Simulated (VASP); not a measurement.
# GaGeO4 (P-6m2) in VASP: notebook, part 2 of 2

VASP 6.6.1. The steps go on from the part before.

## (4) Single point, PBE

This run uses another cell than the first one, of 12.13 Å³/atom.

Contents of INCAR:

```
PREC = Accurate ; ENCUT = 520
EDIFF = 1E-6 ; ISMEAR = 0
SIGMA = 0.1 ; LREAL = F
LASPH = T ; NELM = 80
ALGO = Normal ; ISIF = 2
LWAVE = F ; LCHARG = F
GGA = PE ; NBANDS = 34
```

Contents of KPOINTS:

```
Automatic mesh
0
Gamma
  6 6 6
```

Contents of POSCAR:

```
GaGeO4
1.0
    5.5515833221      0.0000000000      0.0000000000
   -2.7757916610      4.8078121882      0.0000000000
    0.0000000000      0.0000000000      2.7272614355
Ga Ge O
1 1 4
Direct
    0.0000000000      0.0000000000      0.0000000000
    0.3333333333      0.6666666667      0.0000000000
    0.6666666667      0.3333333333      0.0000000000
    0.4798790519      0.9597581038      0.5000000000
    0.0402418962      0.5201209481      0.5000000000
    0.4798790519      0.5201209481      0.5000000000
```

Potentials or basis: VASP PAW PBE potentials, release 64 (Ga_d, Ge_d, O).

The run is started by

```bash
$ cat potpaw_PBE.64/Ga_d/POTCAR potpaw_PBE.64/Ge_d/POTCAR potpaw_PBE.64/O/POTCAR > POTCAR
$ mpirun -np 1 vasp_std > vasp.out
```

OUTCAR:

```text
PREC = Accurate
   ENCUT = 520
   EDIFF = 1E-6
   ISMEAR = 0
   LREAL = F
   LASPH = T
   NELM = 80
   ISIF = 2
   GGA = PE

 ion  position               nearest neighbor table
   1  0.000  0.000  0.000-
   2  0.333  0.667  0.000-   5 1.96   5 1.96   4 1.96   4 1.96   6 1.96   6 1.96
   3  0.667  0.333  0.000-
   4  0.480  0.960  0.500-   2 1.96   2 1.96
   5  0.040  0.520  0.500-   2 1.96   2 1.96
   6  0.480  0.520  0.500-   2 1.96   2 1.96

  LATTYP: Found a hexagonal cell.
 ALAT       =     5.5515833221
 C/A-ratio  =     0.4912583091

  Lattice vectors:

 A1 = (   5.5515833221,   0.0000000000,   0.0000000000)
 A2 = (  -2.7757916610,   4.8078121882,   0.0000000000)
 A3 = (   0.0000000000,   0.0000000000,   2.7272614355)

Analysis of symmetry for initial positions (statically):
=====================================================================
 Subroutine PRICEL returns:
 Original cell was already a primitive cell.

 Routine SETGRP: Setting up the symmetry group for a
 hexagonal supercell.

 Subroutine GETGRP returns: Found 12 space group operations
 (whereof 12 operations were pure point group operations)
 out of a pool of 24 trial point group operations.

The static configuration has the point symmetry D_3h.

Analysis of symmetry for dynamics (positions and initial velocities):
=====================================================================
 Subroutine PRICEL returns:
 Original cell was already a primitive cell.

 Routine SETGRP: Setting up the symmetry group for a
 hexagonal supercell.

 Subroutine GETGRP returns: Found 12 space group operations
 (whereof 12 operations were pure point group operations)
 out of a pool of 24 trial point group operations.

The dynamic configuration has the point symmetry D_3h.

 Subroutine INISYM returns: Found 12 space group operations
 (whereof 12 operations are pure point group operations),
 and found     1 'primitive' translations

----------------------------------------------------------------------------------------

                                     Primitive cell

  volume of cell :      72.7933

  direct lattice vectors                    reciprocal lattice vectors
     5.551583322  0.000000000  0.000000000     0.180128792  0.103997407  0.000000000
    -2.775791661  4.807812188  0.000000000     0.000000000  0.207994814  0.000000000
     0.000000000  0.000000000  2.727261435     0.000000000  0.000000000  0.366668185

  length of vectors
     5.551583322  5.551583322  2.727261435     0.207994814  0.207994814  0.366668185

  position of ions in fractional coordinates (direct lattice)
     0.000000000  0.000000000  0.000000000
     0.333333333  0.666666667  0.000000000
     0.666666667  0.333333333  0.000000000
     0.479879052  0.959758104  0.500000000
     0.040241896  0.520120948  0.500000000
     0.479879052  0.520120948  0.500000000

  ion indices of the primitive-cell ions
   primitive index   ion index
                 1           1
                 2           2
                 3           3
                 4           4
                 5           5
                 6           6

----------------------------------------------------------------------------------------

 KPOINTS: Automatic mesh

Automatic generation of k-mesh.
 Grid dimensions read from file:
 generate k-points for:    6    6    6

 Generating k-lattice:

  Cartesian coordinates                     Fractional coordinates (reciprocal lattice)
     0.030021465  0.017332901  0.000000000     0.166666667  0.000000000  0.000000000
     0.000000000  0.034665802  0.000000000     0.000000000  0.166666667  0.000000000
     0.000000000  0.000000000  0.061111364     0.000000000  0.000000000  0.166666667

  Length of vectors
     0.034665802  0.034665802  0.061111364

  Shift w.r.t. Gamma in fractional coordinates (k-lattice)
     0.000000000  0.000000000  0.000000000

 Subroutine IBZKPT returns following result:
 ===========================================

 Found     28 irreducible k-points:

 Following reciprocal coordinates:
            Coordinates               Weight
  0.000000  0.000000  0.000000      1.000000
  0.166667  0.000000  0.000000      6.000000
  0.333333  0.000000  0.000000      6.000000
  0.500000  0.000000  0.000000      3.000000
  0.166667  0.166667  0.000000      6.000000
  0.333333  0.166667  0.000000     12.000000
[... 16 lines left out ...]
  0.166667  0.000000  0.500000      6.000000
  0.333333  0.000000  0.500000      6.000000
 [... further k-points ...]
   k-points           NKPTS =     28   k-points in BZ     NKDIM =     28   number of bands    NBANDS=     34
   number of dos      NEDOS =    301   number of ions     NIONS =      6
   total plane-waves  NPLWV =  35280
   dimension x,y,z NGX =    42 NGY =   42 NGZ =   20
   dimension x,y,z NGXF=    84 NGYF=   84 NGZF=   40
   ions per type =               1   1   4
   NGX,Y,Z   is equivalent  to a cutoff of  12.58, 12.58, 12.19 a.u.
   NGXF,Y,Z  is equivalent  to a cutoff of  25.15, 25.15, 24.38 a.u.
 SYSTEM =  unknown system
   PREC   = accura    normal or accurate (medium, high low for compatibility)
   ISTART =      0    job   : 0-new  1-cont  2-samecut
   ICHARG =      2    charge: 1-file 2-atom 10-const
   ISPIN  =      1    spin polarized calculation?
   LNONCOLLINEAR =      F non collinear calculations
   LSORBIT =      F    spin-orbit coupling
   LASPH  =      T    aspherical Exc in radial PAW
   ENCUT  =  520.0 eV  38.22 Ry    6.18 a.u.  10.32 10.32  5.07*2*pi/ulx,y,z
   NELM   =     80;   NELMIN=  2; NELMDL= -5     # of ELM steps
   EDIFF  = 0.1E-05   stopping-criterion for ELM
   LREAL  =      F    real-space projection
[... 7 lines left out ...]
   TEBEG  =    0.0;   TEEND  =   0.0 temperature during run
   PSTRESS=    0.0 pullay stress
   NELECT =      51.0000    total number of electrons
   NUPDOWN=      -1.0000    fix difference up-down
   EMIN   =  10.00;   EMAX   =-10.00  energy-range for DOS
   EFERMI =   0.00;   METHOD = LEGACY
   ISMEAR =     0;   SIGMA  =   0.10  broadening in eV -4-tet -1-fermi 0-gaus
   EFERMI_NEDOS =   21; number of points for ismear=-14 and -15
   IALGO  =     38    algorithm
   IMIX   =      4    mixing-type and parameters
     AMIX     =   0.40;   BMIX     =  1.00
     AMIX_MAG =   1.60;   BMIX_MAG =  1.00
  volume/ion in A,a.u.               =      12.13        81.87
  Fermi-wavevector in a.u.,A,eV,Ry     =   1.454012  2.747683 28.764750  2.114149
  Thomas-Fermi vector in A             =   2.571212
   LORBIT       =      0    0 simple, 1 ext, 2 COOP (PROOUT), +10 PAW based schemes
   GGA     = PE    functional components
   LHFCALC =     F    Hartree Fock is set to
   AEXX    =    0.0000 exact exchange contribution
   IVDW    =     0    specifies the selected vdW correction
   LEPSILON=     F    determine dielectric tensor
   LRPA    =     F    only Hartree local field effects (RPA)
 non-spin polarized calculation
 Gauss-broadening in eV      SIGMA  =   0.10
  energy-cutoff  :      520.00
  volume of cell :       72.79
 maximum number of plane-waves:      1980
 NGX is ok and might be reduce to    42
   NGX = 21   NGY = 21   NGZ = 11

 number of electron      51.0000009 magnetization

 Free energy of the ion-electron system (eV)
  ---------------------------------------------------
  ext. energy  EPLUGINS =         0.00000000
  ---------------------------------------------------
  free energy    TOTEN  =       -26.50281479 eV

  energy without entropy =      -26.47744836  energy(sigma->0) =      -26.49013158

 E-fermi :   3.3156     XC(G=0): -10.8890

 val. band max:        3.3059800727   @ k =   0.3333   0.0000   0.3333
 cond. band min:       3.3425551435   @ k =   0.3333   0.1667   0.3333
 fundamental gap:      0.0365750708
 Fermi energy:         3.3156053801

 k-point     1 :       0.0000    0.0000    0.0000
  band No.  band energies     occupation
      1     -21.3424      2.00000
      2     -21.2333      2.00000
      3     -21.2333      2.00000
      4     -21.1508      2.00000
      5     -21.1508      2.00000
      6     -16.7938      2.00000
[... 26 lines left out ...]
     33      15.8338      0.00000
     34      16.0361      0.00000
[... 820 lines left out ...]
      4     -21.1910      2.00000
      5     -21.0420      2.00000
      6     -15.3264      2.00000
[... 26 lines left out ...]
     33      12.9422      0.00000
     34      13.4439      0.00000

 [... further k-points ...]

------------------------ aborting loop because EDIFF is reached ----------------------------------------

  FORCE on cell =-STRESS in cart. coord.  units (eV):
  Direction    XX          YY          ZZ          XY          YZ          ZX
  --------------------------------------------------------------------------------------
  -------------------------------------------------------------------------------------
  Total        0.0022635      0.0022635      0.1269896      0.0000000      0.0000000      0.0000000
  in kB        0.0498194      0.0498194      2.7950364      0.0000000      0.0000000      0.0000000
  external PRESSURE =       0.9648917 kB  Pullay stress =       0.0000000 kB

 VOLUME and BASIS-vectors are now :
 -----------------------------------------------------------------------------
  energy-cutoff  :      520.00
  volume of cell :       72.79
      direct lattice vectors                 reciprocal lattice vectors
     5.551583322  0.000000000  0.000000000     0.180128792  0.103997407  0.000000000
    -2.775791661  4.807812188  0.000000000     0.000000000  0.207994814  0.000000000
     0.000000000  0.000000000  2.727261435     0.000000000  0.000000000  0.366668185

 POSITION                                       TOTAL-FORCE (eV/Angst)
 -----------------------------------------------------------------------------------
      0.00000      0.00000      0.00000         0.000000      0.000000      0.000000
     -0.00000      3.20521      0.00000         0.000000      0.000000      0.000000
      2.77579      1.60260      0.00000         0.000000      0.000000      0.000000
      0.00000      4.61434      1.36363         0.000000      0.033622      0.000000
     -1.22034      2.50064      1.36363        -0.029117     -0.016811     -0.000000
      1.22034      2.50064      1.36363         0.029117     -0.016811     -0.000000
 -----------------------------------------------------------------------------------
    total drift:                               -0.000002      0.000001     -0.000000

  FREE ENERGIE OF THE ION-ELECTRON SYSTEM (eV)
  ---------------------------------------------------
  free  energy   TOTEN  =       -26.5028147934 eV

  energy  without entropy=      -26.4774483616  energy(sigma->0) =      -26.49013158
```

Wall time 45 s (1 thread of Intel Xeon Platinum 8488C (Sapphire Rapids), shared host); peak memory 0.22 GiB.

Results:

| Property | Result |
| --- | --- |
| Free energy | -26.5028 eV |
| Pressure | 0.1 GPa |
| Largest force | 0.034 eV/Å |
| Band gap on the k mesh | zero (an odd number of electrons rules out a gap without spin polarisation) |

Forces in eV/Å, atoms in the order of the input:
```
Ga   0.000  0.000  0.000
Ge   0.000  0.000  0.000
O    0.000  0.000  0.000
O    0.000  0.034  0.000
O   -0.029 -0.017  0.000
O    0.029 -0.017  0.000
```

Stress tensor (GPa, compression positive):
```
0.00 0.00 0.00
0.00 0.00 0.00
0.00 0.00 0.28
```

Levels at points of the mesh, in eV from the Fermi level:
| k point | band 23 | band 24 | band 25 | band 26 | band 27 | band 28 |
| --- | --- | --- | --- | --- | --- | --- |
| (0.00, 0.00, 0.00) | -1.44 | -1.12 | -0.14 | -0.04 | -0.04 | 3.09 |
| (0.50, 0.00, 0.00) | -1.44 | -1.38 | -0.70 | 0.19 | 0.43 | 1.71 |
| (0.00, 0.00, 0.50) | -1.04 | -0.99 | -0.93 | -0.93 | -0.70 | -0.21 |
| (0.50, 0.00, 0.50) | -1.39 | -0.89 | -0.86 | -0.71 | 0.37 | 1.00 |

Caveat: the k points lie up to 0.38 Å⁻¹ apart, too coarse for converged energies and pressures of a metal; an odd number of electrons without spin polarisation forces a metal; a magnetic or distorted state may lie lower.

## (5) Relaxation of cell and atoms, PBE

This run uses another cell than the first one, of 13.06 Å³/atom.

Contents of INCAR:

```
SYSTEM = GaGeO4
PREC     = Accurate       ! precision mode
ENCUT    = 600            ! plane-wave cutoff, eV
EDIFF    = 1E-6           ! SCF threshold, eV
ISMEAR   = 0              ! smearing method
SIGMA    = 0.1            ! smearing width, eV
LREAL    = .FALSE.        ! projectors in reciprocal space
LASPH    = .TRUE.         ! aspherical terms in the spheres
NELM     = 80             ! most SCF steps
ALGO     = Normal         ! electronic algorithm
ISIF     = 3              ! what is computed and relaxed
LWAVE    = .FALSE.        ! write WAVECAR
LCHARG   = .FALSE.        ! write CHGCAR
GGA      = PE             ! functional
IBRION   = 2              ! ionic algorithm
NSW      = 90             ! ionic steps
EDIFFG   = -0.04          ! ionic threshold
```

Contents of KPOINTS:

```
regular mesh
0
G
  6 6 4
  0 0 0
```

Contents of POSCAR:

```
GaGeO4
1.0
    4.8593319600      0.0000000000      0.0000000000
   -2.4296659800      4.2083049200      0.0000000000
    0.0000000000      0.0000000000      3.8317387200
Ga Ge O
1 1 4
Direct
    0.0000000000      0.0000000000      0.0000000000
    0.3333333300      0.6666666700      0.0000000000
    0.6666666700      0.3333333300      0.0000000000
    0.5016055000      0.0032110000      0.5000000000
    0.9967890000      0.4983945000      0.5000000000
    0.5016055000      0.4983945000      0.5000000000
```

The run is started by

```bash
$ cat potpaw_PBE.64/Ga_d/POTCAR potpaw_PBE.64/Ge_d/POTCAR potpaw_PBE.64/O/POTCAR > POTCAR
$ mpirun -np 1 vasp_std > vasp.out
```

Wall time 11 min (1 thread of Intel Xeon Platinum 8488C (Sapphire Rapids), shared host); peak memory 0.26 GiB.

Results (log left out):

```
Free energy                           : -26.4613 eV
Relaxed volume                        : 12.03 Å³/atom
Relaxed cell                          : a = 5.508 Å, b = 5.508 Å, c = 2.746 Å, α = 90.00°, β = 90.00°, γ = 120.00°
Space group after relaxing (to 0.1 Å) : P-6m2 (No. 187)
Energy gained by relaxing             : 705.8 meV/atom
Ionic steps                           : 22
Pressure after relaxing               : 0.4 GPa
Largest force after relaxing          : 0.009 eV/Å
Band gap on the k mesh                : zero (an odd number of electrons rules out a gap without spin polarisation)
```

Forces in eV/Å, atoms in the order of the input:
```
Ga   0.000  0.000  0.000
Ge   0.000  0.000  0.000
O    0.000  0.000  0.000
O    0.000  0.009  0.000
O   -0.008 -0.005  0.000
O    0.008 -0.005  0.000
```

Step by step:
```csv
step,energy change (eV),largest force (eV/Å),pressure (GPa),volume (Å³)
1,0.0000,0.7607,-9.33,78.36
2,-0.5683,0.3687,-2.02,70.00
3,-0.7153,0.1115,5.35,65.29
4,-1.2022,0.2607,9.62,63.27
5,-2.4997,0.9635,30.07,57.63
6,-2.1899,1.9825,48.82,54.72
7,-2.5147,1.1950,34.17,56.90
8,-2.6873,1.2101,34.71,56.99
9,-2.8536,1.3106,38.44,57.13
10,-3.1562,0.9098,32.37,58.48
11,-3.7814,0.0865,17.43,62.66
12,-4.0369,1.3784,-2.12,71.56
13,-4.0745,1.1383,1.56,69.33
14,-4.0753,1.0968,2.22,68.99
15,-4.1135,0.9708,1.76,69.34
16,-4.1921,0.5789,0.71,70.41
17,-4.1878,0.2950,-0.58,72.56
18,-4.2169,0.1791,-0.02,71.43
19,-4.2244,0.1069,0.23,71.50
20,-4.2321,0.0574,0.94,71.66
21,-4.2322,0.0814,1.03,71.68
22,-4.2345,0.0093,0.38,72.15
```

Final structure:
```
Ga Ge O
1.0
     5.50809    0.00000    0.00000
    -2.75405    4.77015    0.00000
     0.00000    0.00000    2.74614
Ga Ge O
1 1 4
Direct
  0.00000 0.00000 0.00000
  0.33333 0.66667 0.00000
  0.66667 0.33333 0.00000
  0.48104 0.96208 0.50000
  0.03792 0.51896 0.50000
  0.48104 0.51896 0.50000
```

Levels at points of the mesh, in eV from the Fermi level:
| k point | band 23 | band 24 | band 25 | band 26 | band 27 | band 28 |
| --- | --- | --- | --- | --- | --- | --- |
| (0.00, 0.00, 0.00) | -1.60 | -1.21 | -0.25 | -0.13 | -0.13 | 2.86 |
| (0.50, 0.00, 0.00) | -1.60 | -1.47 | -0.81 | 0.11 | 0.34 | 1.66 |
| (0.00, 0.00, 0.50) | -1.13 | -1.03 | -1.03 | -0.97 | -0.80 | -0.17 |
| (0.50, 0.00, 0.50) | -1.52 | -0.98 | -0.96 | -0.79 | 0.40 | 1.05 |

Caveat: the k points lie up to 0.57 Å⁻¹ apart in the final cell, too coarse for converged energies and pressures of a metal; a cell axis changed by over 15 % at a fixed basis, so the end point is rough; an odd number of electrons without spin polarisation forces a metal; a magnetic or distorted state may lie lower.

## (6) Overview

| task | cell | k mesh | cutoff (eV) | gap on the mesh (eV) | pressure (GPa) | largest force (eV/Å) |
| --- | --- | --- | --- | --- | --- | --- |
| single point | a = 5.525, b = 5.525, c = 2.744 Å, angles 90.0, 90.0, 120.0°, 6 atoms, atomic positions A | 6 × 6 × 4 | 520 | none | 0.4 | 0.06 |
| single point | a = 4.859, b = 4.859, c = 3.832 Å, angles 90.0, 90.0, 120.0°, 6 atoms, atomic positions B | 6 × 6 × 4 | 520 | none | -9.2 | 0.76 |
| single point | a = 5.552, b = 5.552, c = 2.727 Å, angles 90.0, 90.0, 120.0°, 6 atoms, atomic positions C | 6 × 6 × 6 | 520 | none | 0.1 | 0.03 |
| relaxation of cell and atoms | relaxed from a = 4.859, b = 4.859, c = 3.832 Å, angles 90.0, 90.0, 120.0°, 6 atoms, atomic positions B | 6 × 6 × 4 | 600 | none | 0.4 | 0.01 |

Alike in all rows: level PBE; potentials or basis VASP PAW PBE potentials, release 64 (Ga_d, Ge_d, O); no spin polarisation; smearing gaussian 0.1 eV.

Caveats: all runs use coarse meshes; an odd number of electrons without spin polarisation forces a metal; a magnetic or distorted state may lie lower; a cell axis changed by over 15 % at a fixed basis, so the end point is rough (at least some runs).

Total energies depend on the potentials used, so only differences within one code and one set of settings carry meaning.

The gap in the log of VASP goes by the Fermi energy; the results here count the filled bands.